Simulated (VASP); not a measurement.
## I: electric field gradients with PBE

Crystal: I.

```
I
1.0
     3.62750   -2.39750    0.00000
     3.62750    2.39750    0.00000
     0.00000    0.00000    9.78000
I
4
Direct
  0.85000 0.15000 0.11700
  0.65000 0.35000 0.61700
  0.15000 0.85000 0.88300
  0.35000 0.65000 0.38300
```

```
Program                : VASP 6.6.1
Task                   : electric field gradients
Functional             : PBE
Potentials or basis    : VASP PAW PBE potentials, release 64 (I)
Cutoff                 : 520 eV
k mesh                 : 6 × 6 × 3
Occupations            : fermi-dirac, width 0.02 eV
Spin                   : no spin polarisation
Dipole correction      : no
Further INCAR settings : ALGO = Normal; EDIFF = 1e-08; NBANDS = 22
```

| Item | Value |
| --- | --- |
| Pressure | 1.4 GPa |
| Largest force | 0.621 eV/Å |
| Band gap on the k mesh | 1.27 eV, indirect (least direct gap 1.37 eV) |

Forces on the atoms (eV/Å):
```
I    0.000  0.288  0.550
I    0.000 -0.288  0.550
I    0.000 -0.288 -0.550
I    0.000  0.288 -0.550
```

Stress tensor (GPa, compression positive):
```
1.30 0.00 0.00
0.00 0.95 0.00
0.00 0.00 1.93
```

Levels at points of the mesh, in eV from the valence-band top:
```tsv
k point	band 12	band 13	band 14	band 15	band 16	band 17
(0.00, 0.00, 0.00)	-0.50	-0.06	0.00	1.37	2.18	5.28
(0.50, 0.00, 0.00)	-1.23	-0.41	-0.41	2.25	2.25	5.48
(0.50, 0.50, 0.00)	-1.35	-0.67	-0.26	1.27	1.81	5.16
```

Electric field gradients, principal values (V/Å²):
```csv
atom,least,middle,greatest (by size)
1 I,-425.624,-750.397,1176.021
2 I,-425.624,-750.397,1176.021
3 I,-425.624,-750.397,1176.021
4 I,-425.624,-750.397,1176.021
```

Run time: 2.3 min on 1 thread of AMD EPYC 7R13 Processor (Zen 3), with other jobs on the host, peak memory 0.26 GiB.

Caveat: without QUAD_EFG the Cq values of the log hold for a quadrupole moment of 1 mb, not for the nuclei; spin-orbit coupling is left out, which moves the levels of the heavy elements. A k mesh can miss the band edges.
